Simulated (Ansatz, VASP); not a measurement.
WS2: VASP beside Ansatz

Contents of INCAR:

```
SYSTEM = WS2
ALGO = Normal
EDIFF = 1E-7
ENCUT = 520
GGA = PE
ISIF = 2
ISMEAR = 0
IVDW = 12
LASPH = .True.
LCHARG = .False.
LREAL = .False.
LWAVE = .False.
NBANDS = 35
NELM = 80
PREC = Accurate
SIGMA = 0.05
```

KPOINTS

```
k-points
0
Gamma
  12 12 4
  0 0 0
```

POSCAR

```
WS2
1.0
    3.1542061832      0.0000000000      0.0000000000
   -1.5771030916      2.7316226834      0.0000000000
    0.0000000000      0.0000000000     12.1399091344
W S
2 4
Direct
    0.3333333333      0.6666666667      0.2500000000
    0.6666666667      0.3333333333      0.7500000000
    0.2784209178      0.5568418355      0.6079314798
    0.6666666667      0.3333333333      0.1202874207
    0.3333333333      0.6666666667      0.8797125793
    0.6666666667      0.3333333333      0.3797125793
```

Input for Ansatz:

```yaml
crystal:
  lattice:
    - [3.1542061832, 0.0, 0.0]
    - [-1.5771030916, 2.7316226834, 0.0]
    - [0.0, 0.0, 12.1399091344]
  atoms:
    - { symbol: W, position: [0.3333333333, 0.6666666667, 0.25] }
    - { symbol: W, position: [0.6666666667, 0.3333333333, 0.75] }
    - { symbol: S, position: [0.2784209178, 0.5568418355, 0.6079314798] }
    - { symbol: S, position: [0.6666666667, 0.3333333333, 0.1202874207] }
    - { symbol: S, position: [0.3333333333, 0.6666666667, 0.8797125793] }
    - { symbol: S, position: [0.6666666667, 0.3333333333, 0.3797125793] }
basis:
  ecutwfc: 420
kpoints:
  mp_grid: { grid: [12, 12, 4] }
hamiltonian:
  xc: pbe
  dispersion: d3bj
scf:
  occupations: { method: gaussian, width: 0.05 }
output:
  forces: true
  stress: true
  eigenvalues: true
  write_density: true
  write_potential: true
  elf: true
  volumetric_format: npy
```

Alike in both runs: task single point; functional PBE; dispersion D3(BJ); k mesh 12 × 12 × 4; occupations gaussian, width 0.05 eV; no spin polarisation.

|  | VASP | Ansatz |
| --- | --- | --- |
| version | VASP 6.6.1 | Ansatz 0.2.0 |
| potentials or method | VASP PAW PBE potentials, release 64 (W_sv, S), cutoff 520 eV | scalar-relativistic, plane waves, PAW |
| valence electrons in the cell | 52 | 52 |

```tsv
	VASP	Ansatz	Ansatz less VASP
gap on the k mesh at the Fermi level (eV)	0.74	0.73	-0.016
least direct gap on the mesh (eV)	1.25	1.24	-0.010
pressure (GPa)	-2.5	-2.4	+0.04
traceless stress, the component that is largest in VASP (GPa)	-3.94	-3.93	+0.011
rms of the force components (eV/Å)	0.808	0.808	-0.0007
```

Atom by atom the forces differ by 0.002 eV/Å (rms over components).

Spin-orbit coupling is off throughout.
